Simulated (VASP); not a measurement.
Runs of VASP 6.6.1 on Ga4AsN3. The structure is that of space group P-43m (No. 215), or close to it. The cells are those of the table. 

| level | potentials or basis | cell | k mesh | cutoff (eV) | second run | gap on the mesh (eV) | pressure (GPa) | largest force (eV/Å) |
| --- | --- | --- | --- | --- | --- | --- | --- | --- |
| PBE | VASP PAW PBE potentials, release 64 (N, Ga_d, As) | a = 4.800 Å, 8 atoms | 6 × 6 × 6 | 520 | - | none | (a) | 0.08 |
| r2SCAN | VASP PAW PBE potentials, release 64 (N, Ga_d, As_d) | a = 4.800 Å, 8 atoms | 4 × 4 × 4 | 660 | valence_matched | none | 0.6 | 0.01 |
| PBE | VASP PAW PBE potentials, release 64 (N, Ga_d, As) | a = 4.907 Å, 8 atoms | 4 × 4 × 4 | 520 | - | none | -3.2 | 0.04 |
| r2SCAN | VASP PAW PBE potentials, release 64 (N, Ga_d, As) | a = 4.702 Å, 8 atoms | 4 × 4 × 4 | 520 | - | none | (b) | 0.24 |
| PBE | VASP PAW PBE potentials, release 64 (N, Ga_d, As) | a = 4.954 Å, 8 atoms | 4 × 4 × 4 | 520 | - | none | -6.1 | 0.10 |
| r2SCAN | VASP PAW PBE potentials, release 64 (N, Ga_d, As) | a = 4.800 Å, 8 atoms | 6 × 6 × 6 | 520 | - | none | 0.6 | 0.02 |
| r2SCAN | VASP PAW PBE potentials, release 64 (N, Ga_d, As) | a = 4.800 Å, 8 atoms | 4 × 4 × 4 | 520 | - | none | 0.6 | 0.03 |
| PBE | VASP PAW PBE potentials, release 64 (N, Ga_d, As) | a = 4.810 Å, 8 atoms | 4 × 4 × 4 | 520 | - | none | 4.4 | 0.11 |

Alike in all rows: task single point; no spin polarisation; smearing fermi-dirac 0.02 eV.

Question: Estimate the missing entries.

Answer: (a) 5.2; (b) 11.1.

Caveats: the PAW data sets were made with another functional, which shifts forces and pressure a little (some runs).

A k mesh can miss the band edges, and the runs leave out spin-orbit coupling on As, Ga.

A gap of «none» marks levels without a gap at the run's occupations.

The runs don't all hold the same shells in valence.
